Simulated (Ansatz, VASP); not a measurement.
# Al: VASP beside Ansatz

```
Al
1.0
     2.76543    0.00000    0.00000
     0.00000    2.76543    0.00000
     0.00000    0.00000    2.76543
Al
1
Direct
  0.00000 0.00000 0.00000
```

Change from the starting cell: volume scaled by 1.05, crystal datasets.

Alike in both runs: task electric field gradients; functional PBE; k mesh 15 × 15 × 15; occupations fermi-dirac, width 0.05 eV; no spin polarisation.

```csv
,VASP,Ansatz
version,VASP 6.6.1,Ansatz 0.2.0
potentials or method,"VASP PAW PBE potentials, release 64 (Al), cutoff 400 eV","all-electron PAW with datasets made for the crystal, scalar-relativistic"
```

|  | VASP | Ansatz | Ansatz less VASP |
| --- | --- | --- | --- |
| pressure (GPa) | -2.5 | -2.5 | +0.01 |

Ansatz ran all-electron here, and VASP with PAW potentials.
